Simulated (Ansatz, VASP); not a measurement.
# One calculation of Si2Mo, two programs

```
Si Mo
1.0
    -1.67283    1.67283    3.93661
     1.67283   -1.67283    3.93661
     1.67283    1.67283   -3.93661
Si Mo
2 1
Direct
  0.33510 0.33510 0.00000
  0.66490 0.66490 0.00000
  0.00000 0.00000 0.00000
```

Change from the starting cell: mode 7 frozen in at +0.000 Å, equal normal strain along x and y +0.0400.

Alike in both runs: task single point; functional PBE; k mesh 18 × 18 × 18; occupations gaussian, width 0.15 eV; no spin polarisation.

```csv
,VASP,Ansatz
version,VASP 6.6.1,Ansatz 0.2.0
potentials or method,"VASP PAW PBE potentials, release 64 (Si, Mo_sv), cutoff 520 eV","scalar-relativistic, plane waves, PAW"
valence electrons in the cell,22,22
```

VASP gave:

| Item | Value |
| --- | --- |
| gap on the k mesh at the Fermi level (eV) | none |
| pressure (GPa) | -12.7 |
| traceless stress, the component that is largest in VASP (GPa) | 7.20 |
| rms of the force components (eV/Å) | 0.052 |

Q: Which values does Ansatz return?

A: gap on the k mesh at the Fermi level (eV): none; pressure (GPa): -12.8; traceless stress, the component that is largest in VASP (GPa): 7.21; rms of the force components (eV/Å): 0.053.

Atom by atom the forces differ by 0.000 eV/Å (rms over components). A gap of «none» marks a metal or a gap that the smearing closes.
